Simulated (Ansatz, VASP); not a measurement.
# One calculation of Hf, two programs

Contents of INCAR:

```
ALGO = Fast
EDIFF = 1E-7
ENCUT = 520
GGA = PS
ISIF = 2
ISMEAR = 0
LASPH = True
LCHARG = False
LREAL = False
LWAVE = False
NBANDS = 17
NELM = 80
PREC = Accurate
SIGMA = 0.15
```

File KPOINTS:

```
k-points
0
Gamma
  18 18 10
```

File POSCAR:

```
Hf
1.0
    2.9569461349      0.0000000000      0.0000000000
   -1.4784730674      2.5607904704      0.0000000000
    0.0000000000      0.0000000000      5.0578000000
Hf
2
Direct
    0.3333333333      0.6666666667      0.2500000000
    0.6666666667      0.3333333333      0.7500000000
```

Input for Ansatz:

```yaml
crystal:
  lattice:
    - [2.9569461349, 0.0, 0.0]
    - [-1.4784730674, 2.5607904704, 0.0]
    - [0.0, 0.0, 5.0578]
  atoms:
    - { symbol: Hf, position: [0.3333333333, 0.6666666667, 0.25] }
    - { symbol: Hf, position: [0.6666666667, 0.3333333333, 0.75] }
basis:
  ecutwfc: 420
kpoints:
  mp_grid: { grid: [18, 18, 10] }
hamiltonian:
  xc: pbesol
scf:
  occupations: { method: gaussian, width: 0.15 }
output:
  forces: true
  stress: true
  eigenvalues: true
```

Change from the starting cell: strain -0.0750 x Voigt [1, 1, 0, 0, 0, 0], atoms carried along.

Alike in both runs: task single point; functional PBEsol; k mesh 18 × 18 × 10; occupations gaussian, width 0.15 eV; no spin polarisation.

|  | VASP | Ansatz |
| --- | --- | --- |
| version | VASP 6.6.1 | Ansatz 0.2.0 |
| potentials or method | VASP PAW PBE potentials, release 64 (Hf_pv), cutoff 520 eV | scalar-relativistic, plane waves, PAW |
| valence electrons in the cell | 20 | 52 |

```csv
,VASP,Ansatz,Ansatz less VASP
gap on the k mesh at the Fermi level (eV),none,none,-
pressure (GPa),15.9,16.3,+0.34
"traceless stress, the component that is largest in VASP (GPa)",-6.83,-6.70,+0.132
```

VASP's potentials were made for PBE, not for PBEsol. A gap of «none» marks a metal or a gap that the smearing closes. VASP's potentials hold 20 valence electrons a cell and Ansatz's 52, so a difference there can come from the potentials and not from the codes.

Spin-orbit coupling is off throughout.
